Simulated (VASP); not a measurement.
MgBe2SO2, 6 atoms in the cell. Symmetry: P4/mmm, No. 123, tetragonal system. Conventional cell: a = 4.351 Å, b = 4.351 Å, c = 4.142 Å, α = 90.00°, β = 90.00°, γ = 90.00°. Mg (site symmetry 4/mmm) has 2 S at 2.07 Å and 4 O at 2.18 Å within 2.7 Å. Be (site symmetry mmm) has 2 O at 2.07 Å and 2 S at 2.18 Å within 2.7 Å. S (site symmetry 4/mmm) has 2 Mg at 2.07 Å and 4 Be at 2.18 Å within 2.7 Å. Within 2.7 Å of O (site symmetry mmm) lie 2 Be at 2.07 Å and 2 Mg at 2.18 Å. The cell was built from a structure type or drawn by symmetry, and may not be a known phase.

- Program: VASP 6.6.1
- Task: relaxation of cell and atoms
- Functional: PBE
- Potentials or basis: VASP PAW PBE potentials, release 64 (Mg, Be, S, O)
- Cutoff: 600 eV
- k mesh: 10 × 10 × 10
- Occupations: gaussian, width 0.1 eV
- Spin: no spin polarisation
- Dipole correction: no
- Further INCAR settings: ALGO = Normal; EDIFF = 1e-06; IBRION = 2; EDIFFG = -0.01; NSW = 100; ISIF = 3

Potentials or basis: VASP PAW PBE potentials, release 64 (Mg, Be, S, O).

The run is started by

```bash
$ cat potpaw_PBE.64/Mg/POTCAR potpaw_PBE.64/Be/POTCAR potpaw_PBE.64/S/POTCAR potpaw_PBE.64/O/POTCAR > POTCAR
$ mpirun -np 1 vasp_std > vasp.out
```

Hardware: 1 thread of Intel(R) Xeon(R) Platinum 8124M CPU @ 3.00GHz (Skylake/Cascade Lake), on a shared host.

Task: Estimate the wall time of this run.

Result: Run time: 5.6 min on 1 thread of Intel(R) Xeon(R) Platinum 8124M CPU @ 3.00GHz (Skylake/Cascade Lake) (shared host), peak memory 0.39 GiB. Counts: scf iterations 33, k points 126, ion steps 4.
